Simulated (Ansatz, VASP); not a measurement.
# ZnS in VASP and in Ansatz

File POSCAR:

```
ZnS
1.0
    3.6544528774      0.0000000000      0.0000000000
   -1.8272264387      3.1648490288      0.0000000000
    0.0000000000      0.0000000000      6.2457351521
Zn S
2 2
Direct
    0.3333333333      0.6666666667      0.0053880710
    0.6666666667      0.3333333333      0.5053880710
    0.3333333333      0.6666666667      0.3796119290
    0.6666666667      0.3333333333      0.8796119290
```

File INCAR.step1:

```
SYSTEM = ZnS
PREC = Accurate
ENCUT = 520
ISMEAR = 0
SIGMA = 0.05
LREAL = .False.
LASPH = .True.
NELM = 60
NBANDS = 26
GGA = PE
ALGO = Normal
EDIFF = 1E-4
LWAVE = .True.
LCHARG = .False.
```

File INCAR.step2:

```
SYSTEM = ZnS
PREC = Accurate
ENCUT = 520
EDIFF = 1E-6
ISMEAR = 0
SIGMA = 0.05
LREAL = .False.
LASPH = .True.
NELM = 60
ALGO = Normal
ISIF = 2
LWAVE = .False.
LCHARG = .False.
METAGGA = R2SCAN
LMIXTAU = .True.
NBANDS = 26
ISTART = 1
```

File KPOINTS:

```
regular mesh
0
Gamma
  6 6 4
  0 0 0
```

Input for Ansatz:

```yaml
crystal:
  lattice:
    - [3.6544528774, 0.0, 0.0]
    - [-1.8272264387, 3.1648490288, 0.0]
    - [0.0, 0.0, 6.2457351521]
  atoms:
    - { symbol: Zn, position: [0.3333333333, 0.6666666667, 0.005388071] }
    - { symbol: Zn, position: [0.6666666667, 0.3333333333, 0.505388071] }
    - { symbol: S, position: [0.3333333333, 0.6666666667, 0.379611929] }
    - { symbol: S, position: [0.6666666667, 0.3333333333, 0.879611929] }
basis:
  ecutwfc: 500
kpoints:
  mp_grid: { grid: [6, 6, 4] }
hamiltonian:
  xc: r2scan
scf:
  occupations: { method: gaussian, width: 0.05 }
output:
  forces: true
  stress: true
  eigenvalues: true
```

Change from the starting cell: strain -0.040 along x and y, +0.000 along z, atoms carried along.

Alike in both runs: task single point; functional r2SCAN; k mesh 6 × 6 × 4; occupations gaussian, width 0.05 eV; no spin polarisation.

```csv
,VASP,Ansatz
version,VASP 6.6.1,Ansatz 0.2.0
potentials or method,"VASP PAW PBE potentials, release 64 (Zn, S), cutoff 520 eV","scalar-relativistic, plane waves, PAW"
valence electrons in the cell,36,36
```

Ansatz gave:

- gap on the k mesh at the Fermi level (eV): 3.01
- least direct gap on the mesh (eV): 3.01
- pressure (GPa): 7.8
- traceless stress, the component that is largest in VASP (GPa): -5.01
- rms of the force components (eV/Å): 0.225

Question: Which values does VASP return?

Answer: gap on the k mesh at the Fermi level (eV): 3.02; least direct gap on the mesh (eV): 3.02; pressure (GPa): 7.8; traceless stress, the component that is largest in VASP (GPa): -4.99; rms of the force components (eV/Å): 0.231.

VASP's potentials were made for PBE, not for r2SCAN. Atom by atom the forces differ by 0.007 eV/Å (rms over components).
